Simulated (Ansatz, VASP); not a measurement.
# One calculation of CdSe, two programs

The input INCAR:

```
PREC = Accurate
ENCUT = 520
EDIFF = 1E-6
ISMEAR = -1
SIGMA = 0.08
LREAL = F
LASPH = T
NELM = 80
ALGO = Normal
ISIF = 2
LWAVE = F
LCHARG = F
GGA = PE
NBANDS = 16
```

Contents of KPOINTS:

```
regular mesh
0
Gamma
  10 10 10
```

The input POSCAR:

```
CdSe
1.0
    0.0000000000      3.0051092287      3.0980507512
    3.0051092287      0.0000000000      3.0980507512
    3.0051092287      3.0051092287      0.0000000000
Cd Se
1 1
Direct
    0.0000000000      0.0000000000      0.0000000000
    0.2500000000      0.2500000000      0.2500000000
```

Input for Ansatz:

```yaml
crystal:
  lattice:
    - [0.0, 3.0051092287, 3.0980507512]
    - [3.0051092287, 0.0, 3.0980507512]
    - [3.0051092287, 3.0051092287, 0.0]
  atoms:
    - { symbol: Cd, position: [0.0, 0.0, 0.0] }
    - { symbol: Se, position: [0.25, 0.25, 0.25] }
kpoints:
  mp_grid: { grid: [10, 10, 10] }
scf:
  occupations: { method: fermi_dirac, width: 0.08 }
hamiltonian:
  xc: pbe
  pseudopotentials: { kind: all_electron, lapw: { basis_error: 0.00025 } }
output:
  forces: true
  stress: true
  eigenvalues: true
```

Change from the starting cell: x and y stretched by -3 %, z held.

Alike in both runs: task single point; functional PBE; k mesh 10 × 10 × 10; occupations fermi-dirac, width 0.08 eV; no spin polarisation.

|  | VASP | Ansatz |
| --- | --- | --- |
| version | VASP 6.6.1 | Ansatz 0.2.0 |
| potentials or method | VASP PAW PBE potentials, release 64 (Cd, Se), cutoff 520 eV | all-electron LAPW, scalar-relativistic |

```csv
,VASP,Ansatz,Ansatz less VASP
pressure (GPa),3.5,3.1,-0.32
"traceless stress, the component that is largest in VASP (GPa)",-0.31,-0.32,-0.005
```

Ansatz ran all-electron here, and VASP with PAW potentials.
